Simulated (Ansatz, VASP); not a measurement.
MgO: VASP beside Ansatz

```
Mg O
1.0
     2.62335    0.00000    0.00000
     0.00000    2.62335    0.00000
     0.00000    0.00000    2.62335
Mg O
1 1
Direct
  0.00000 0.00000 0.00000
  0.50000 0.50000 0.50000
```

Alike in both runs: task single point; functional r2SCAN; k mesh 10 × 10 × 10; no spin polarisation.

```csv
,VASP,Ansatz
version,VASP 6.6.1,Ansatz 0.2.0
potentials or method,"VASP PAW PBE potentials, release 64 (Mg_sv, O)","plane waves, PAW"
plane-wave cutoff (eV),920,500
occupations,"gaussian, width 0.01 eV",fixed
valence electrons in the cell,16,16
```

|  | VASP | Ansatz | Ansatz less VASP |
| --- | --- | --- | --- |
| gap on the k mesh at the Fermi level (eV) | 3.52 | 3.49 | -0.025 |
| pressure (GPa) | 0.7 | 0.0 | -0.66 |

VASP's potentials were made for PBE, not for r2SCAN.
